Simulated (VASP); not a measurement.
A run of VASP 6.6.1:

File INCAR:

```
ALGO = Fast
EDIFF = 1E-7
ENCUT = 520
GGA = PE
ISIF = 2
ISMEAR = -1
LASPH = True
LCHARG = False
LREAL = False
LWAVE = False
NBANDS = 18
NELM = 80
PREC = Accurate
SIGMA = 0.05
```

KPOINTS

```
k-points
0
Gamma
  8 8 8
```

Contents of POSCAR:

```
InPd
1.0
    0.0000000000      2.7460700000      2.7460700000
    2.7460700000      0.0000000000      2.7460700000
    2.7460700000      2.7460700000      0.0000000000
In Pd
1 1
Direct
    0.0000000000      0.0000000000      0.0000000000
    0.5000000000      0.5000000000      0.5000000000
```

Potentials or basis: VASP PAW PBE potentials, release 64 (In_d, Pd).

The run is started by

```console
$ cat potpaw_PBE.64/In_d/POTCAR potpaw_PBE.64/Pd/POTCAR > POTCAR
$ mpirun -np 1 vasp_std > vasp.out
```

Hardware: 1 thread of Intel(R) Xeon(R) Platinum 8488C (Sapphire Rapids), on a shared host.

**Question.** How long does it take, and how much memory?

**Answer.** Wall time 27 s on 1 thread of Intel(R) Xeon(R) Platinum 8488C (Sapphire Rapids), with other jobs on the host, peak memory 0.18 GiB. Counts: scf iterations 15, k points 29.
